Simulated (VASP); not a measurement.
Write the native input for VASP 6.6.1 that does the following.

* Task: single point
* Functional: r2SCAN
* Potentials or basis: VASP PAW PBE potentials, release 64 (Na_pv, F)
* Cutoff: 520 eV
* k mesh: 9 × 9 × 9
* Occupations: fermi-dirac, width 0.05 eV
* Spin: no spin polarisation
* Dipole correction: no
* Further INCAR settings: ALGO = Normal; EDIFF = 1e-07; NBANDS = 14

Crystal: NaF.

```
CELL_PARAMETERS angstrom
0.00000 2.31500 2.31500
2.31500 0.00000 2.31500
2.31500 2.31500 0.00000
ATOMIC_POSITIONS crystal
Na 0.00000 0.00000 0.00000
F 0.50000 0.50000 0.50000
```

One way to write it, as run:

POSCAR

```
NaF
1.0
    0.0000000000      2.3150000000      2.3150000000
    2.3150000000      0.0000000000      2.3150000000
    2.3150000000      2.3150000000      0.0000000000
Na F
1 1
Direct
    0.0000000000      0.0000000000      0.0000000000
    0.5000000000      0.5000000000      0.5000000000
```

INCAR.step1

```
  PREC = Accurate
  ENCUT = 520
  ISMEAR = -1
  SIGMA = 0.05
  LREAL = F
  LASPH = T
  NELM = 100
  NBANDS = 14
  GGA = PE
  ALGO = Normal
  EDIFF = 1E-4
  LWAVE = T
  LCHARG = F
```

INCAR.step2

```
  PREC = Accurate
  ENCUT = 520
  EDIFF = 1E-7
  ISMEAR = -1
  SIGMA = 0.05
  LREAL = F
  LASPH = T
  NELM = 100
  ALGO = Normal
  ISIF = 2
  LWAVE = F
  LCHARG = T
  METAGGA = R2SCAN
  LMIXTAU = T
  LELF = T
  LVHAR = T
  NBANDS = 14
  ISTART = 1
```

KPOINTS

```
Automatic mesh
0
Gamma
  9 9 9
```

Potentials or basis: VASP PAW PBE potentials, release 64 (Na_pv, F).

Launch:

```sh
$ cat potpaw_PBE.64/Na_pv/POTCAR potpaw_PBE.64/F/POTCAR > POTCAR
$ cp INCAR.step1 INCAR
$ mpirun -np 1 vasp_std > vasp.out
$ cp INCAR.step2 INCAR
$ mpirun -np 1 vasp_std > vasp.out
```

It gave:

```
Pressure               : -1.8 GPa
Band gap on the k mesh : 7.19 eV, direct
```

Caveat: the PAW data sets were made with another functional, which shifts forces and pressure a little.

Run time: 15 s on 1 thread of Intel(R) Xeon(R) 6975P-C (Granite Rapids), with other jobs on the host, peak memory 0.13 GiB.
